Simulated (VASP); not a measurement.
# CaH (Pmmm) in VASP: a series of runs

Runs on CaH. Level: PBE. Tasks: single point, relaxation of cell and atoms.

Everything below comes from runs of VASP 6.6.1. Logs are shortened: lines on timing, memory, paths and dates and some standing lists are left out, and cuts for length are marked.

## Step 1: The cell of the first run

The structure is orthorhombic, space group Pmmm (No. 47). The conventional cell has a = 3.314 Å, b = 3.731 Å, c = 4.697 Å, α = 90.00°, β = 90.00°, γ = 90.00°. Ca (site symmetry mmm) has 4 H at 2.49 Å within 3.3 Å. Within 3.3 Å of H (site symmetry mmm) lie 4 Ca at 2.49 Å.

## Step 2: Single point, PBE

INCAR

```
SYSTEM = CaH
PREC     = Accurate       ! precision mode
ENCUT    = 520            ! plane-wave cutoff, eV
EDIFF    = 1E-6           ! SCF threshold, eV
ISMEAR   = 0              ! smearing method
SIGMA    = 0.1            ! smearing width, eV
LREAL    = .False.        ! projectors in reciprocal space
LASPH    = .True.         ! aspherical terms in the spheres
NELM     = 80             ! most SCF steps
ALGO     = Normal         ! electronic algorithm
ISIF     = 2              ! what is computed and relaxed
LWAVE    = .False.        ! write WAVECAR
LCHARG   = .True.         ! write CHGCAR
GGA      = PE             ! functional
LELF     = .True.         ! ELF
LVHAR    = .True.       
NBANDS   = 12             ! bands
```

KPOINTS

```
regular mesh
0
Gamma
  6 6 4
  0 0 0
```

POSCAR

```
CaH
1.0
    3.3138958200      0.0000000000      0.0000000000
    0.0000000000      3.7306681000      0.0000000000
    0.0000000000      0.0000000000      4.6967351500
Ca H
1 1
Direct
    0.0000000000      0.5000000000      0.0000000000
    0.5000000000      0.0000000000      0.0000000000
```

Potentials or basis: VASP PAW PBE potentials, release 64 (Ca_sv, H).

Run with:

```bash
cat potpaw_PBE.64/Ca_sv/POTCAR potpaw_PBE.64/H/POTCAR > POTCAR
mpirun -np 1 vasp_std > vasp.out
```

OUTCAR:

```text
SYSTEM = CaH
   PREC = Accurate
   ENCUT = 520
   EDIFF = 1E-6
   ISMEAR = 0
   LREAL = .False.
   LASPH = .True.
   NELM = 80
   ISIF = 2
   GGA = PE

 ion  position               nearest neighbor table
   1  0.000  0.500  0.000-
   2  0.500  0.000  0.000-

  LATTYP: Found a simple orthorhombic cell.
 ALAT       =     3.3138958200
 B/A-ratio  =     1.1257650520
 C/A-ratio  =     1.4172850944

  Lattice vectors:

 A1 = (   3.3138958200,   0.0000000000,   0.0000000000)
 A2 = (   0.0000000000,   3.7306681000,   0.0000000000)
 A3 = (   0.0000000000,   0.0000000000,   4.6967351500)

Analysis of symmetry for initial positions (statically):
=====================================================================
 Subroutine PRICEL returns:
 Original cell was already a primitive cell.

 Routine SETGRP: Setting up the symmetry group for a
 simple orthorhombic supercell.

 Subroutine GETGRP returns: Found  8 space group operations
 (whereof  8 operations were pure point group operations)
 out of a pool of  8 trial point group operations.

The static configuration has the point symmetry D_2h.

Analysis of symmetry for dynamics (positions and initial velocities):
=====================================================================
 Subroutine PRICEL returns:
 Original cell was already a primitive cell.

 Routine SETGRP: Setting up the symmetry group for a
 simple orthorhombic supercell.

 Subroutine GETGRP returns: Found  8 space group operations
 (whereof  8 operations were pure point group operations)
 out of a pool of  8 trial point group operations.

The dynamic configuration has the point symmetry D_2h.

 Subroutine INISYM returns: Found  8 space group operations
 (whereof  8 operations are pure point group operations),
 and found     1 'primitive' translations

----------------------------------------------------------------------------------------

                                     Primitive cell

  volume of cell :      58.0659

  direct lattice vectors                    reciprocal lattice vectors
     3.313895820  0.000000000  0.000000000     0.301759637  0.000000000  0.000000000
     0.000000000  3.730668100  0.000000000     0.000000000  0.268048503  0.000000000
     0.000000000  0.000000000  4.696735150     0.000000000  0.000000000  0.212913858

  length of vectors
     3.313895820  3.730668100  4.696735150     0.301759637  0.268048503  0.212913858

  position of ions in fractional coordinates (direct lattice)
     0.000000000  0.500000000  0.000000000
[... 83 lines left out ...]
   NFREE  =      0    steps in history (QN), initial steepest desc. (CG)
   ISIF   =      2    stress and relaxation
   ISYM   =      2    0-nonsym 1-usesym 2-fastsym
   POTIM  = 0.5000    time-step for ionic-motion
   TEBEG  =    0.0;   TEEND  =   0.0 temperature during run
   PSTRESS=    0.0 pullay stress
   NELECT =      11.0000    total number of electrons
   NUPDOWN=      -1.0000    fix difference up-down
   EMIN   =  10.00;   EMAX   =-10.00  energy-range for DOS
   EFERMI =   0.00;   METHOD = LEGACY
   ISMEAR =     0;   SIGMA  =   0.10  broadening in eV -4-tet -1-fermi 0-gaus
   EFERMI_NEDOS =   21; number of points for ismear=-14 and -15
   IALGO  =     38    algorithm
   IMIX   =      4    mixing-type and parameters
     AMIX     =   0.40;   BMIX     =  1.00
     AMIX_MAG =   1.60;   BMIX_MAG =  1.00
  volume/ion in A,a.u.               =      29.03       195.92
  Fermi-wavevector in a.u.,A,eV,Ry     =   0.940225  1.776768 12.027869  0.884023
  Thomas-Fermi vector in A             =   2.067616
   LORBIT       =      0    0 simple, 1 ext, 2 COOP (PROOUT), +10 PAW based schemes
   GGA     = PE    functional components
   LHFCALC =     F    Hartree Fock is set to
   AEXX    =    0.0000 exact exchange contribution
   IVDW    =     0    specifies the selected vdW correction
   LEPSILON=     F    determine dielectric tensor
   LRPA    =     F    only Hartree local field effects (RPA)
 non-spin polarized calculation
 Gauss-broadening in eV      SIGMA  =   0.10
  energy-cutoff  :      520.00
  volume of cell :       58.07
 maximum number of plane-waves:      1582
 NGX is ok and might be reduce to    28
   NGX = 13   NGY = 13   NGZ = 17

 number of electron      10.9999998 magnetization

 Free energy of the ion-electron system (eV)
  ---------------------------------------------------
  ext. energy  EPLUGINS =         0.00000000
  ---------------------------------------------------
  free energy    TOTEN  =        -5.21090349 eV

  energy without entropy =       -5.20120399  energy(sigma->0) =       -5.20605374

 E-fermi :   0.9782     XC(G=0):  -6.9219

 val. band max:        0.9584114728   @ k =   0.1667   0.1667   0.0000
 cond. band min:       1.0140252960   @ k =   0.5000   0.0000   0.5000
 fundamental gap:      0.0556138232
 Fermi energy:         0.9782393495

 k-point     1 :       0.0000    0.0000    0.0000
  band No.  band energies     occupation
      1     -41.5231      2.00000
      2     -22.5230      2.00000
      3     -22.4104      2.00000
      4     -22.3707      2.00000
      5      -4.7133      2.00000
      6       0.6081      2.00000
      7       1.6680      0.00000
      8       4.1187      0.00000
      9       4.3790      0.00000
     10       4.5741      0.00000
     11       4.8228      0.00000
     12       6.3529      0.00000
[... 331 lines left out ...]
 k-point    24 :       0.5000    0.1667    0.2500
  band No.  band energies     occupation
      1     -41.4845      2.00000
      2     -22.7224      2.00000
      3     -22.4864      2.00000
      4     -22.4007      2.00000
      5      -2.7426      2.00000
      6       1.3921      0.00000
      7       1.6365      0.00000
      8       2.9411      0.00000
      9       3.1546      0.00000
     10       3.9476      0.00000
     11       6.0063      0.00000
     12       6.1846      0.00000

 [... further k-points ...]
[... 5 lines left out ...]
  --------------------------------------------------------------------------------------
  -------------------------------------------------------------------------------------
  Total       -0.5174536     -1.6682100     -0.9064529     -0.0000000      0.0000000      0.0000000
  in kB      -14.2777732    -46.0298716    -25.0111857     -0.0000000      0.0000000      0.0000000
  external PRESSURE =     -28.4396102 kB  Pullay stress =       0.0000000 kB

 VOLUME and BASIS-vectors are now :
 -----------------------------------------------------------------------------
  energy-cutoff  :      520.00
  volume of cell :       58.07
      direct lattice vectors                 reciprocal lattice vectors
     3.313895820  0.000000000  0.000000000     0.301759637  0.000000000  0.000000000
     0.000000000  3.730668100  0.000000000     0.000000000  0.268048503  0.000000000
     0.000000000  0.000000000  4.696735150     0.000000000  0.000000000  0.212913858

 POSITION                                       TOTAL-FORCE (eV/Angst)
 -----------------------------------------------------------------------------------
      0.00000      1.86533      0.00000         0.000000      0.000000      0.000000
      1.65695      0.00000      0.00000         0.000000      0.000000      0.000000
 -----------------------------------------------------------------------------------
    total drift:                               -0.000000      0.000000     -0.000000

  FREE ENERGIE OF THE ION-ELECTRON SYSTEM (eV)
  ---------------------------------------------------
  free  energy   TOTEN  =        -5.2109034855 eV

  energy  without entropy=       -5.2012039861  energy(sigma->0) =       -5.20605374
```

stdout:

```text
POSCAR found type information on POSCAR CaH
 POSCAR found :  2 types and       2 ions
 scaLAPACK will be used
 LDA part: xc-table for (Slater+PW92), standard interpolation
 POSCAR, INCAR and KPOINTS ok, starting setup
 FFT: planning ... GRIDC
 FFT: planning ... GRID_SOFT
 FFT: planning ... GRID
 WAVECAR not read
 entering main loop
```

Wall time 14 s (1 thread of AMD EPYC 9R45 (Zen 5), shared host); peak memory 0.16 GiB.

Results:

```
Free energy : -5.2109 eV
Pressure    : -2.8 GPa
```

Stress tensor (GPa, compression positive):
```
-1.43  0.00  0.00
 0.00 -4.60  0.00
 0.00  0.00 -2.50
```

Levels at points of the mesh, in eV from the Fermi level:
| k point | band 4 | band 5 | band 6 | band 7 | band 8 | band 9 |
| --- | --- | --- | --- | --- | --- | --- |
| (0.00, 0.00, 0.00) | -23.35 | -5.69 | -0.37 | 0.69 | 3.14 | 3.40 |
| (0.50, 0.00, 0.00) | -23.35 | -3.65 | -0.35 | 1.19 | 1.62 | 1.87 |
| (0.00, 0.50, 0.00) | -23.34 | -4.08 | -1.18 | 1.09 | 1.48 | 2.97 |
| (0.50, 0.50, 0.00) | -23.45 | -4.20 | 1.67 | 1.85 | 2.35 | 2.48 |
| (0.00, 0.00, 0.50) | -23.35 | -5.37 | -0.89 | 0.73 | 2.65 | 2.87 |
| (0.50, 0.00, 0.50) | -23.35 | -3.45 | 0.04 | 0.35 | 1.91 | 2.49 |
| (0.00, 0.50, 0.50) | -23.34 | -3.87 | -0.43 | 0.10 | 1.54 | 2.94 |
| (0.50, 0.50, 0.50) | -23.46 | -4.11 | 0.93 | 1.65 | 3.36 | 3.60 |

## Step 3: Relaxation of cell and atoms, PBE

INCAR

```
SYSTEM = CaH
PREC = Accurate
ENCUT = 600
EDIFF = 1E-6
ISMEAR = 0
SIGMA = 0.1
LREAL = .False.
LASPH = .True.
NELM = 80
ALGO = Normal
ISIF = 3
LWAVE = .False.
LCHARG = .False.
GGA = PE
IBRION = 2
NSW = 90
EDIFFG = -0.04
```

KPOINTS is that of step 2.

POSCAR is that of step 2.

Potentials or basis: VASP PAW PBE potentials, release 64 (Ca_sv, H).

Run with:

```bash
cat potpaw_PBE.64/Ca_sv/POTCAR potpaw_PBE.64/H/POTCAR > POTCAR
mpirun -np 1 vasp_std > vasp.out
```

It took 92 s on 1 thread of AMD EPYC 9R45 (Zen 5), shared host; peak memory 0.18 GiB.

The run converged. Its results:

```
Free energy                            : -5.3983 eV
Relaxed volume                         : 21.92 Å³/atom
Relaxed cell                           : a = 3.322 Å, b = 3.305 Å, c = 3.993 Å, α = 90.00°, β = 90.00°, γ = 90.00°
Space group after relaxing (to 0.05 Å) : P4/mmm (No. 123)
Energy gained by relaxing              : 93.4 meV/atom
Ionic steps                            : 10
Pressure after relaxing                : -0.1 GPa
```

Stress tensor (GPa, compression positive):
```
-0.18  0.00  0.00
 0.00  0.05  0.00
 0.00  0.00 -0.03
```

Step by step:
| step | energy change (eV) | largest force (eV/Å) | pressure (GPa) | volume (Å³) |
| --- | --- | --- | --- | --- |
| 1 | 0.0000 | 0.0000 | -2.81 | 58.07 |
| 2 | -0.0778 | 0.0000 | -1.98 | 53.88 |
| 3 | -0.1288 | 0.0000 | -0.71 | 49.26 |
| 4 | -0.0407 | 0.0000 | 4.45 | 40.75 |
| 5 | -0.1351 | 0.0000 | -0.01 | 47.57 |
| 6 | -0.1619 | 0.0000 | -0.15 | 46.59 |
| 7 | -0.1831 | 0.0000 | -0.26 | 44.89 |
| 8 | -0.1836 | 0.0000 | -0.22 | 44.65 |
| 9 | -0.1860 | 0.0000 | -0.14 | 44.19 |
| 10 | -0.1868 | 0.0000 | -0.06 | 43.84 |

Final structure:
```xyz
2
Lattice="3.3217 0.0000 0.0000 0.0000 3.3048 0.0000 0.0000 0.0000 3.9932" Properties=species:S:1:pos:R:3 pbc="T T T"
Ca    0.0000    1.6524    0.0000
H     1.6609    0.0000    0.0000
```

Levels at points of the mesh, in eV from the Fermi level:
| k point | band 2 | band 3 | band 4 | band 5 | band 6 | band 7 | band 8 | band 9 |
| --- | --- | --- | --- | --- | --- | --- | --- | --- |
| (0.00, 0.00, 0.00) | -22.90 | -22.80 | -22.80 | -6.21 | -0.42 | 0.88 | 4.18 | 4.20 |
| (0.50, 0.00, 0.00) | -23.19 | -22.86 | -22.77 | -4.03 | -0.88 | 1.45 | 1.96 | 2.86 |
| (0.00, 0.50, 0.00) | -23.20 | -22.86 | -22.77 | -4.01 | -0.84 | 1.47 | 1.95 | 2.80 |
| (0.50, 0.50, 0.00) | -23.13 | -23.11 | -22.82 | -4.70 | 1.83 | 2.65 | 2.69 | 3.00 |
| (0.00, 0.00, 0.50) | -22.96 | -22.80 | -22.80 | -5.54 | -1.04 | 1.07 | 3.67 | 4.09 |
| (0.50, 0.00, 0.50) | -23.18 | -22.92 | -22.76 | -3.54 | -0.33 | 0.35 | 2.30 | 2.96 |
| (0.00, 0.50, 0.50) | -23.19 | -22.92 | -22.76 | -3.52 | -0.34 | 0.38 | 2.35 | 2.90 |
| (0.50, 0.50, 0.50) | -23.12 | -23.10 | -22.88 | -4.46 | 1.15 | 1.19 | 4.55 | 5.03 |

Caveat: the volume moved by over 15 % at a fixed basis, so the end points are rough.
